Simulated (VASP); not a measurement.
Crystal: HgS.

```
Hg S
1.0
     0.00000    2.92585    2.92585
     2.92585    0.00000    2.92585
     2.92585    2.92585    0.00000
Hg S
1 1
Direct
  0.00000 0.00000 0.00000
  0.25000 0.25000 0.25000
```

Base run:

```yaml
Program: VASP 6.6.1
Functional: BLYP
Potentials_or_basis: VASP PAW PBE potentials, release 64 (Hg, S)
Cutoff: 500 eV
k_mesh: 6 × 6 × 6, shifted
Occupations: gaussian, width 0.01 eV
Spin: no spin polarisation
```

Its results: band gap on the k mesh 0.56 eV; pressure 8.9 GPa.

Task: The run is repeated on the same cell with these changes: functional from BLYP to revPBE. What comes out?

Result: Band gap on the k mesh 0.63 eV; pressure 6.2 GPa.

Caveats: the cell stands under pressure; the PAW data sets were made with another functional, which shifts forces and pressure a little; spin-orbit coupling is left out, which moves the levels of the heavy elements; a shifted mesh leaves out Γ, where band edges can lie.

A k mesh can miss the band edges.
